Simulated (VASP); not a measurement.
SiC4:

```
Si C
1.0
    -2.53267    2.53267    2.53267
     2.53267   -2.53267    2.53267
     2.53267    2.53267   -2.53267
Si C
1 4
Direct
  0.00000 0.00000 0.00000
  0.00000 0.00000 0.50000
  0.00000 0.50000 0.00000
  0.50000 0.00000 0.00000
  0.50000 0.50000 0.50000
```

- Program: VASP 6.6.1
- Task: relaxation of cell and atoms
- Functional: PBE
- Potentials or basis: VASP PAW PBE potentials, release 64 (Si, C)
- Cutoff: 600 eV
- k mesh: 6 × 6 × 6
- Occupations: gaussian, width 0.1 eV
- Spin: no spin polarisation

At the start: pressure -32.6 GPa; volume 13.00 Å³/atom.

Task: Where does the relaxation end?

Result: Over 5 steps the energy falls by 666.3 meV/atom and the volume is 8.42 Å³/atom (-35.2 %); space group Im-3m (No. 229, to 0.05 Å).

The path:
| step | energy change (eV) | largest force (eV/Å) | pressure (GPa) | volume (Å³) |
| --- | --- | --- | --- | --- |
| 1 | 0.0000 | 0.0000 | -32.65 | 64.98 |
| 2 | -3.3178 | 0.0000 | -3.86 | 43.12 |
| 3 | -3.3311 | 0.0000 | -0.76 | 42.22 |
| 4 | -3.3310 | 0.0000 | 0.86 | 41.83 |
| 5 | -3.3315 | 0.0000 | -0.31 | 42.11 |

Final structure:
```
Si C
1.0
    -2.19165    2.19165    2.19165
     2.19165   -2.19165    2.19165
     2.19165    2.19165   -2.19165
Si C
1 4
Direct
  0.00000 0.00000 0.00000
  0.00000 0.00000 0.50000
  0.00000 0.50000 0.00000
  0.50000 0.00000 0.00000
  0.50000 0.50000 0.50000
```

Caveat: the volume moved by over 15 % at a fixed basis, so the end points are rough.
